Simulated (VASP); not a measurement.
A run of VASP 6.6.1:

The input INCAR:

```
SYSTEM = ZrB2
PREC = Accurate ; ENCUT = 520
EDIFF = 1E-7 ; ISMEAR = 0
SIGMA = 0.1 ; LREAL = .FALSE.
LASPH = .TRUE. ; NELM = 150
ALGO = Normal ; ISIF = 2
LWAVE = .FALSE. ; LCHARG = .TRUE.
ISPIN = 2 ; MAGMOM = 1 1 0 0 0 0
LORBIT = 11 ; LMAXMIX = 4
GGA = PE ; LELF = .TRUE.
LVHAR = .TRUE. ; NBANDS = 31
```

The input KPOINTS:

```
Automatic mesh
0
G
  6 6 6
  0 0 0
```

POSCAR

```
ZrB2
1.0
   -2.0830835166      2.0830835166      3.7653344090
    2.0830835166     -2.0830835166      3.7653344090
    2.0830835166      2.0830835166     -3.7653344090
Zr B
2 4
Direct
    0.1913496829      0.1913496829      0.0000000000
    0.8086503171      0.8086503171      0.0000000000
    0.5000000000      0.2009638295      0.7009638295
    0.5000000000      0.7990361705      0.2990361705
    0.7990361705      0.5000000000      0.2990361705
    0.2009638295      0.5000000000      0.7009638295
```

Potentials or basis: VASP PAW PBE potentials, release 64 (Zr_sv, B).

Launch:

```bash
$ cat potpaw_PBE.64/Zr_sv/POTCAR potpaw_PBE.64/B/POTCAR > POTCAR
$ mpirun -np 1 vasp_std > vasp.out
```

Hardware: 1 thread of Intel(R) Xeon(R) Platinum 8375C CPU @ 2.90GHz (Ice Lake) (shared host).

Problem. Estimate the wall time of this run.

Solution. It took 2.5 min on 1 thread of Intel(R) Xeon(R) Platinum 8375C CPU @ 2.90GHz (Ice Lake), on a shared host, peak memory 0.28 GiB. Counts: scf iterations 15, k points 30.
